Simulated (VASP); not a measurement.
Here is a VASP 6.6.1 calculation.

File INCAR:

```
SYSTEM = NiO
ALGO     = Normal         ! electronic algorithm
EDIFF    = 1E-6           ! SCF threshold, eV
ENCUT    = 520            ! plane-wave cutoff, eV
ISIF     = 2              ! what is computed and relaxed
ISMEAR   = -1             ! smearing method
ISPIN    = 2              ! spin polarisation
LASPH    = .TRUE.         ! aspherical terms in the spheres
LCHARG   = .FALSE.        ! write CHGCAR
LMAXMIX  = 4              ! l up to which the mixer works
LORBIT   = 11             ! projections on sites
LREAL    = .FALSE.        ! projectors in reciprocal space
LWAVE    = .FALSE.        ! write WAVECAR
MAGMOM   = 1 0            ! initial moments
NBANDS   = 19             ! bands
NELM     = 150            ! most SCF steps
PREC     = Accurate       ! precision mode
SIGMA    = 0.05           ! smearing width, eV
```

KPOINTS

```
k-points
0
G
  6 6 6
  0 0 0
```

Contents of POSCAR:

```
NiO
1.0
    0.0000000000      2.0859016414      2.0859016414
    2.0859016414      0.0000000000      2.0859016414
    2.0859016414      2.0859016414      0.0000000000
Ni O
1 1
Direct
    0.0000000000      0.0000000000      0.0000000000
    0.5000000000      0.5000000000      0.5000000000
```

Potentials or basis: VASP PAW LDA potentials, release 64 (Ni, O).

Run with:

```sh
$ cat potpaw_LDA.64/Ni/POTCAR potpaw_LDA.64/O/POTCAR > POTCAR
$ mpirun -np 1 vasp_std > vasp.out
```

(1) What does it give for the net moment?

(2) What does it give for the pressure?

## Answers

(1) 0.00 μB per cell.

(2) -20.5 GPa.

Caveat: the k points lie up to 0.43 Å⁻¹ apart.
